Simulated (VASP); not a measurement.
A run of VASP 6.6.1 is set up as follows.

File INCAR:

```
ALGO = Normal
EDIFF = 1E-7
ENCUT = 520
GGA = PE
ISIF = 2
ISMEAR = 0
LASPH = True
LCHARG = True
LELF = True
LREAL = False
LVHAR = True
LWAVE = False
NBANDS = 34
NELM = 80
PREC = Accurate
SIGMA = 0.1
```

Contents of KPOINTS:

```
k-points
0
Gamma
  12 12 4
```

File POSCAR:

```
Sr2Ge2As
1.0
    4.3746524639      0.0000000000      0.0000000000
   -2.1873262319      3.7885601665      0.0000000000
    0.0000000000      0.0000000000      9.5857314060
Sr Ge As
2 2 1
Direct
    0.3333333333      0.6666666667      0.1830087626
    0.6666666667      0.3333333333      0.8169912374
    0.3333333333      0.6666666667      0.5491543140
    0.6666666667      0.3333333333      0.4508456860
    0.0000000000      0.0000000000      0.0000000000
```

Potentials or basis: VASP PAW PBE potentials, release 64 (Sr_sv, Ge_d, As).

The run is started by

```sh
$ cat potpaw_PBE.64/Sr_sv/POTCAR potpaw_PBE.64/Ge_d/POTCAR potpaw_PBE.64/As/POTCAR > POTCAR
$ mpirun -np 1 vasp_std > vasp.out
```

Task: What does it give for the pressure?

Result: -1.6 GPa.

Task: Estimate the largest force.

Result: 0.016 eV/Å.

Task: What does it give for the band gap on the k mesh?

Result: Zero (an odd number of electrons rules out a gap without spin polarisation).

Forces on the atoms (eV/Å):
```
Sr   0.000  0.000  0.016
Sr   0.000  0.000 -0.016
Ge   0.000  0.000  0.010
Ge   0.000  0.000 -0.010
As   0.000  0.000  0.000
```

Caveat: an odd number of electrons without spin polarisation forces a metal; a magnetic or distorted state may lie lower.
